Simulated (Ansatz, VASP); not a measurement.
# Two plane-wave programs on TiO

```
CELL_PARAMETERS angstrom
4.98909 0.00000 0.00000
-2.49454 4.32068 0.00000
0.00000 0.00000 2.87331
ATOMIC_POSITIONS crystal
Ti 0.66667 0.33333 0.50000
Ti 0.33333 0.66667 0.50000
Ti 0.00000 0.00000 0.00000
O 0.60556 0.60556 0.00000
O 0.39444 0.00000 0.00000
O 0.00000 0.39444 0.00000
```

Alike in both runs: task single point; functional r2SCAN; k mesh 12 × 12 × 12; occupations fermi-dirac, width 0.02 eV; no spin polarisation.

```csv
,VASP,Ansatz
version,VASP 6.6.1,Ansatz 0.2.0
potentials or method,"VASP PAW PBE potentials, release 64 (Ti_sv, O), cutoff 520 eV","scalar-relativistic, plane waves, PAW"
valence electrons in the cell,54,54
```

Ansatz gave:

| Property | Result |
| --- | --- |
| gap on the k mesh at the Fermi level (eV) | none |
| pressure (GPa) | -1.5 |
| traceless stress, the component that is largest in VASP (GPa) | -0.17 |
| rms of the force components (eV/Å) | 0.014 |

Task: What did VASP give for the same quantities?

Result: gap on the k mesh at the Fermi level (eV): none; pressure (GPa): 0.0; traceless stress, the component that is largest in VASP (GPa): -0.15; rms of the force components (eV/Å): 0.003.

VASP's potentials were made for PBE, not for r2SCAN. Atom by atom the forces differ by 0.011 eV/Å (rms over components). A gap of «none» marks a metal or a gap that the smearing closes.
